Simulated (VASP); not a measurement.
AgI:

```xyz
4
Lattice="4.6974 0.0000 0.0000 -2.3487 4.0681 0.0000 0.0000 0.0000 7.6753" Properties=species:S:1:pos:R:3 pbc="T T T"
Ag    0.0000    2.7120    0.0000
Ag    2.3487    1.3560    3.8377
I     0.0000    2.7120    2.8782
I     2.3487    1.3560    6.7158
```

This cell differs from its parent crystal: strain +1.0%.

Base run:

| Item | Value |
| --- | --- |
| Program | VASP 6.6.1 |
| Functional | PBE |
| Potentials or basis | VASP PAW PBE potentials, release 64 (Ag, I) |
| Cutoff | 500 eV |
| k mesh | 6 × 6 × 4 |
| Occupations | fermi-dirac, width 0.02 eV |
| Spin | no spin polarisation |

Its results: band gap on the k mesh 1.37 eV, direct; pressure -0.2 GPa.

Problem. The run is repeated on the same cell with these changes: functional from PBE to r2SCAN; cutoff from 500 eV to 550 eV; occupations from fermi-dirac, width 0.02 eV to gaussian, width 0.01 eV. What comes out?

Solution. Band gap on the k mesh 1.83 eV, direct; pressure -0.9 GPa.

Caveats: spin-orbit coupling is left out, which moves the levels of the heavy elements; the PAW data sets were made with another functional, which shifts forces and pressure a little (some runs).

